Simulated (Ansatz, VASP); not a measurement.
## Ca2C: VASP beside Ansatz

Contents of POSCAR:

```
Ca2C
1.0
    0.0000000000      3.1899406759      3.1899406759
    3.1899406759      0.0000000000      3.1899406759
    3.1899406759      3.1899406759      0.0000000000
C Ca
1 2
Direct
    0.0000000000      0.0000000000      0.0000000000
    0.2500000000      0.2500000000      0.2500000000
    0.7500000000      0.7500000000      0.7500000000
```

The input INCAR.step1:

```
  PREC = Accurate
  ENCUT = 520
  ISMEAR = 0
  SIGMA = 0.01
  LREAL = False
  LASPH = True
  NELM = 100
  NBANDS = 19
  GGA = PE
  ALGO = Normal
  EDIFF = 1E-4
  LWAVE = True
  LCHARG = False
```

Contents of INCAR.step2:

```
  PREC = Accurate
  ENCUT = 520
  EDIFF = 1E-6
  ISMEAR = 0
  SIGMA = 0.01
  LREAL = False
  LASPH = True
  NELM = 100
  ALGO = Normal
  ISIF = 2
  LWAVE = False
  LCHARG = True
  METAGGA = R2SCAN
  LMIXTAU = True
  LELF = True
  LVHAR = True
  NBANDS = 19
  ISTART = 1
```

The input KPOINTS:

```
Automatic mesh
0
Gamma
  6 6 6
```

Input for Ansatz:

```yaml
crystal:
  lattice:
    - [0.0, 3.1899406759, 3.1899406759]
    - [3.1899406759, 0.0, 3.1899406759]
    - [3.1899406759, 3.1899406759, 0.0]
  atoms:
    - { symbol: C, position: [0.0, 0.0, 0.0] }
    - { symbol: Ca, position: [0.25, 0.25, 0.25] }
    - { symbol: Ca, position: [0.75, 0.75, 0.75] }
kpoints:
  mp_grid: { grid: [6, 6, 6] }
hamiltonian:
  xc: r2scan
scf:
  occupations: { method: fixed }
  n_extra_bands: 4
output:
  forces: true
  stress: true
  eigenvalues: true
```

Alike in both runs: task single point; functional r2SCAN; k mesh 6 × 6 × 6; no spin polarisation.

|  | VASP | Ansatz |
| --- | --- | --- |
| version | VASP 6.6.1 | Ansatz 0.2.0 |
| potentials or method | VASP PAW PBE potentials, release 64 (C, Ca_sv) | plane waves, PAW |
| plane-wave cutoff (eV) | 520 | 500 |
| occupations | gaussian, width 0.01 eV | fixed |
| valence electrons in the cell | 24 | 24 |

|  | VASP | Ansatz | Ansatz less VASP |
| --- | --- | --- | --- |
| gap on the k mesh at the Fermi level (eV) | 0.47 | 0.48 | +0.012 |
| pressure (GPa) | -2.7 | -3.0 | -0.33 |

VASP's potentials were made for PBE, not for r2SCAN.
